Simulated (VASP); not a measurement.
A run of VASP 6.6.1:

The input INCAR:

```
SYSTEM = PbO
ALGO     = Normal         ! electronic algorithm
EDIFF    = 1E-6           ! SCF threshold, eV
ENCUT    = 520            ! plane-wave cutoff, eV
GGA      = PE             ! functional
ISIF     = 2              ! what is computed and relaxed
ISMEAR   = 0              ! smearing method
LASPH    = .True.         ! aspherical terms in the spheres
LCHARG   = .False.        ! write CHGCAR
LREAL    = .False.        ! projectors in reciprocal space
LWAVE    = .False.        ! write WAVECAR
NBANDS   = 28             ! bands
NELM     = 100            ! most SCF steps
PREC     = Accurate       ! precision mode
SIGMA    = 0.02           ! smearing width, eV
```

File KPOINTS:

```
k-points
0
Gamma
  8 8 6
  0 0 0
```

The input POSCAR:

```
PbO
1.0
    4.0570498631      0.0000000000      0.0000000000
    0.0000000000      4.0570498631      0.0000000000
    0.0000000000      0.0000000000      5.5961231443
Pb O
2 2
Direct
    0.0000000000      0.5000000000      0.2126165107
    0.5000000000      0.0000000000      0.7873834893
    0.0000000000      0.0000000000      0.0000000000
    0.5000000000      0.5000000000      0.0000000000
```

Potentials or basis: VASP PAW PBE potentials, release 64 (Pb_d, O).

Run with:

```console
$ cat potpaw_PBE.64/Pb_d/POTCAR potpaw_PBE.64/O/POTCAR > POTCAR
$ mpirun -np 1 vasp_std > vasp.out
```

Hardware: 1 thread of Intel(R) Xeon(R) Platinum 8259CL CPU @ 2.50GHz (Skylake/Cascade Lake) (shared host).

Question: Estimate the wall time of this run.

Answer: Run time: 110 s on 1 thread of Intel(R) Xeon(R) Platinum 8259CL CPU @ 2.50GHz (Skylake/Cascade Lake), on a shared host, peak memory 0.27 GiB. Counts: scf iterations 14, k points 60.
